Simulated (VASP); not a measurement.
# Si (Fd-3m) in VASP: elastic constants with LDA

Aim: the elastic constants of Si with LDA.

Everything below comes from runs of VASP 6.6.1. Logs are shortened: lines on timing, memory, paths and dates and some standing lists are left out, and cuts for length are marked.

### Step 1. The cell of the first run

Symmetry: Fd-3m, No. 227, cubic system. The conventional cell has a = 5.402 Å, b = 5.402 Å, c = 5.402 Å, α = 90.00°, β = 90.00°, γ = 90.00°. Si (site symmetry -43m) has 4 Si at 2.34 Å within 3.1 Å.

### Step 2. Elastic constants, LDA

Contents of INCAR:

```
SYSTEM = Si
ALGO = Normal ; EDIFF = 1E-8
ENCUT = 500 ; GGA = CA
GGA_COMPAT = .FALSE. ; IBRION = 6
ISIF = 3 ; ISMEAR = 0
LASPH = .TRUE. ; LCHARG = .FALSE.
LREAL = .FALSE. ; LWAVE = .FALSE.
NELM = 120 ; NFREE = 2
NSW = 1 ; POTIM = 0.015
PREC = Accurate ; SIGMA = 0.01
```

Contents of KPOINTS:

```
k-points
0
G
  8 8 8
  0 0 0
```

Contents of POSCAR:

```
Si
1.0
    0.0000000000      2.7010582976      2.7010582976
    2.7010582976      0.0000000000      2.7010582976
    2.7010582976      2.7010582976      0.0000000000
Si
2
Direct
    0.7500000000      0.7500000000      0.7500000000
    0.5000000000      0.5000000000      0.5000000000
```

Potentials or basis: VASP PAW LDA potentials, release 64 (Si).

Run with:

```sh
> cat potpaw_LDA.64/Si/POTCAR > POTCAR
> mpirun -np 1 vasp_std > vasp.out
```

OUTCAR:

```text
SYSTEM = Si
   EDIFF = 1E-8
   ENCUT = 500
   GGA = CA
   IBRION = 6
   ISIF = 3
   ISMEAR = 0
   LASPH = .TRUE.
   LREAL = .FALSE.
   NELM = 120
   NFREE = 2
   NSW = 1
   POTIM = 0.015
   PREC = Accurate

 ion  position               nearest neighbor table
   1  0.750  0.750  0.750-   2 2.34   2 2.34   2 2.34   2 2.34
   2  0.500  0.500  0.500-   1 2.34   1 2.34   1 2.34   1 2.34

  LATTYP: Found a face centered cubic cell.
 ALAT       =     5.4021165952

  Lattice vectors:

 A1 = (   0.0000000000,   2.7010582976,   2.7010582976)
 A2 = (   2.7010582976,   0.0000000000,   2.7010582976)
 A3 = (   2.7010582976,   2.7010582976,   0.0000000000)

Analysis of symmetry for initial positions (statically):
=====================================================================
 Subroutine PRICEL returns:
 Original cell was already a primitive cell.

 Routine SETGRP: Setting up the symmetry group for a
 face centered cubic supercell.

 Subroutine GETGRP returns: Found 48 space group operations
 (whereof 24 operations were pure point group operations)
 out of a pool of 48 trial point group operations.

The static configuration has the point symmetry T_d .
 The point group associated with its full space group is O_h .

Analysis of symmetry for dynamics (positions and initial velocities):
=====================================================================
 Subroutine PRICEL returns:
 Original cell was already a primitive cell.

 Routine SETGRP: Setting up the symmetry group for a
 face centered cubic supercell.

 Subroutine GETGRP returns: Found 48 space group operations
 (whereof 24 operations were pure point group operations)
 out of a pool of 48 trial point group operations.

The dynamic configuration has the point symmetry T_d .
 The point group associated with its full space group is O_h .

 Subroutine INISYM returns: Found 48 space group operations
 (whereof 24 operations are pure point group operations),
 and found     1 'primitive' translations

----------------------------------------------------------------------------------------

                                     Primitive cell

  volume of cell :      39.4123

  direct lattice vectors                    reciprocal lattice vectors
     0.000000000  2.701058298  2.701058298    -0.185112628  0.185112628  0.185112628
     2.701058298  0.000000000  2.701058298     0.185112628 -0.185112628  0.185112628
     2.701058298  2.701058298  0.000000000     0.185112628  0.185112628 -0.185112628

  length of vectors
     3.819873277  3.819873277  3.819873277     0.320624477  0.320624477  0.320624477

  position of ions in fractional coordinates (direct lattice)
     0.750000000  0.750000000  0.750000000
     0.500000000  0.500000000  0.500000000

  ion indices of the primitive-cell ions
   primitive index   ion index
                 1           1
                 2           2

----------------------------------------------------------------------------------------

 KPOINTS: k-points

Automatic generation of k-mesh.
 Grid dimensions read from file:
[... 105 lines left out ...]

 number of electron       8.0000001 magnetization

 Free energy of the ion-electron system (eV)
  ---------------------------------------------------
  ext. energy  EPLUGINS =         0.00000000
  ---------------------------------------------------
  free energy    TOTEN  =       -11.91552841 eV

  energy without entropy =      -11.91552841  energy(sigma->0) =      -11.91552841

------------------------ aborting loop because EDIFF is reached ----------------------------------------

  FORCE on cell =-STRESS in cart. coord.  units (eV):
  Direction    XX          YY          ZZ          XY          YZ          ZX
  --------------------------------------------------------------------------------------
  -------------------------------------------------------------------------------------
  Total        0.0111835      0.0111835      0.0111835      0.0000000      0.0000000      0.0000000
  in kB        0.4546298      0.4546298      0.4546298      0.0000000      0.0000000      0.0000000
  external PRESSURE =       0.4546298 kB  Pullay stress =       0.0000000 kB
[... 89 lines left out ...]
  FREE ENERGIE OF THE ION-ELECTRON SYSTEM (eV)
  ---------------------------------------------------
  free  energy   TOTEN  =       -11.9108559459 eV

  energy  without entropy=      -11.9108559459  energy(sigma->0) =      -11.91085595

[... ionic steps 4 to 12 ...]

--------------------------------------- Ionic step       13  -------------------------------------------

 number of electron       8.0000001 magnetization

------------------------ aborting loop because EDIFF is reached ----------------------------------------
[... 67 lines left out ...]
--------------------------------------- Ionic step       15  -------------------------------------------

 number of electron       8.0000001 magnetization

 Free energy of the ion-electron system (eV)
  ---------------------------------------------------
  ext. energy  EPLUGINS =         0.00000000
  ---------------------------------------------------
  free energy    TOTEN  =       -11.91399795 eV

  energy without entropy =      -11.91399795  energy(sigma->0) =      -11.91399795

 E-fermi :   6.1070     XC(G=0):  -9.6648

 val. band max:        6.0067036289   @ k =   0.0000   0.0000   0.0000
 cond. band min:       6.4219882782   @ k =   0.0000   0.3750   0.3750
 fundamental gap:      0.4152846492
 Fermi energy:         6.1070411426

 k-point     1 :       0.0000    0.0000    0.0000
  band No.  band energies     occupation
      1      -6.1326      2.00000
      2       5.8616      2.00000
      3       5.9347      2.00000
      4       6.0067      2.00000
      5       8.4214      0.00000
      6       8.4632      0.00000
      7       8.5067      0.00000
      8       9.3249      0.00000
[... 243 lines left out ...]
 k-point    24 :      -0.3750    0.2500    0.1250
  band No.  band energies     occupation
      1      -3.1910      2.00000
      2      -0.9604      2.00000
      3       2.4152      2.00000
      4       3.7575      2.00000
      5       8.9461      0.00000
      6       9.0127      0.00000
      7      11.8186      0.00000
      8      12.9723      0.00000

 [... further k-points ...]
[... 5 lines left out ...]
  --------------------------------------------------------------------------------------
  -------------------------------------------------------------------------------------
  Total        0.0105190      0.0142919      0.0142919      0.0000000      0.1488033      0.0000000
  in kB        0.4276141      0.5809880      0.5809880      0.0000000      6.0491083      0.0000000
  external PRESSURE =       0.5298634 kB  Pullay stress =       0.0000000 kB
[... 17 lines left out ...]
  FREE ENERGIE OF THE ION-ELECTRON SYSTEM (eV)
  ---------------------------------------------------
  free  energy   TOTEN  =       -11.9139979533 eV

  energy  without entropy=      -11.9139979533  energy(sigma->0) =      -11.91399795

 INTERNAL STRAIN TENSORS FROM STRAINED CELLS
 ============================================

 INTERNAL STRAIN TENSOR FOR ION    1 for displacements in x,y,z  (eV/Angst):
          X           Y           Z          XY          YZ          ZX
  --------------------------------------------------------------------------------
  x     0.00000     0.00000    -0.00000     0.00000    -9.93791     0.00000
  y    -0.00000     0.00000    -0.00000     0.00000     0.00000    -9.93781
  z    -0.00000    -0.00000    -0.00000    -9.93798    -0.00000     0.00000

 INTERNAL STRAIN TENSORS FROM DISPLACED ATOMS
 ============================================

 INTERNAL STRAIN TENSOR FOR ION    1 for displacements in x,y,z  (eV/Angst):
          X           Y           Z          XY          YZ          ZX
  --------------------------------------------------------------------------------
  x     0.00000    -0.00000    -0.00000     0.00000    -9.92798     0.00000
  y     0.00000     0.00000     0.00000     0.00000     0.00000    -9.92798
  z    -0.00000    -0.00000     0.00000    -9.92798     0.00000     0.00000

 INTERNAL STRAIN TENSOR FOR ION    2 for displacements in x,y,z  (eV/Angst):
          X           Y           Z          XY          YZ          ZX
  --------------------------------------------------------------------------------
  x     0.00000     0.00000     0.00000     0.00000     9.92798     0.00000
  y    -0.00000     0.00000    -0.00000     0.00000     0.00000     9.92798
  z     0.00000     0.00000     0.00000     9.92798     0.00000     0.00000

 Eigenvectors and eigenvalues of the dynamical matrix
 ----------------------------------------------------

   1 f  =   15.385861 THz    96.672216 2PiTHz  513.217082 cm-1    63.630780 meV
             X         Y         Z           dx          dy          dz
      4.051587  4.051587  4.051587     0.000000   -0.707107    0.000000
      2.701058  2.701058  2.701058     0.000000    0.707107    0.000000
[... 21 lines left out ...]
   6 f  =    0.000000 THz     0.000000 2PiTHz    0.000000 cm-1     0.000000 meV
             X         Y         Z           dx          dy          dz
      4.051587  4.051587  4.051587     0.000000    0.000000    0.707107
      2.701058  2.701058  2.701058     0.000000    0.000000    0.707107

--------------------------------------------------------------------------------------------------------

 ELASTIC MODULI CONTR FROM IONIC RELAXATION (kBar)
 Direction    XX          YY          ZZ          XY          YZ          ZX
 --------------------------------------------------------------------------------
 XX          -0.0000     -0.0000     -0.0000     -0.0000      0.0000      0.0000
 YY          -0.0000     -0.0000     -0.0000     -0.0000     -0.0000      0.0000
 ZZ          -0.0000     -0.0000     -0.0000      0.0000     -0.0000      0.0000
 XY          -0.0000     -0.0000      0.0000   -294.5873      0.0000      0.0000
 YZ           0.0000     -0.0000     -0.0000      0.0000   -294.5873      0.0000
 ZX           0.0000      0.0000      0.0000      0.0000      0.0000   -294.5873
 --------------------------------------------------------------------------------

 TOTAL ELASTIC MODULI (kBar)
 Direction    XX          YY          ZZ          XY          YZ          ZX
 --------------------------------------------------------------------------------
 XX        1613.6302    647.9650    647.9650     -0.0000      0.0000      0.0000
 YY         647.9650   1613.6302    647.9650     -0.0000      0.0000     -0.0000
 ZZ         647.9650    647.9650   1613.6302      0.0000     -0.0000     -0.0000
 XY          -0.0000     -0.0000      0.0000    761.8701      0.0000      0.0000
 YZ           0.0000      0.0000     -0.0000      0.0000    761.8701      0.0000
 ZX           0.0000     -0.0000     -0.0000      0.0000      0.0000    761.8701
 --------------------------------------------------------------------------------
```

Wall time 2.3 min (1 thread of AMD EPYC 9R45 (Zen 5), shared host); peak memory 0.16 GiB.

Results:

| Item | Value |
| --- | --- |
| Elastic constants C11, C12, C44 | 161, 65, 76 GPa |
| Voigt bulk modulus | 97 GPa |
| Highest phonon frequency at Γ | 513 cm⁻¹ |

Phonon frequencies in cm⁻¹ (negative: imaginary):
```csv
q point,frequencies
"(0.000, 0.000, 0.000)",0 0 0 513 513 513
```

Elastic tensor in Voigt notation (GPa, in the Cartesian axes of the cell as first typed):
```
161  65  65   0   0   0
 65 161  65   0   0   0
 65  65 161   0   0   0
  0   0   0  76   0   0
  0   0   0   0  76   0
  0   0   0   0   0  76
```

Clamped-ion elastic tensor (GPa):
```
161  65  65   0   0   0
 65 161  65   0   0   0
 65  65 161   0   0   0
  0   0   0 106   0   0
  0   0   0   0 106   0
  0   0   0   0   0 106
```
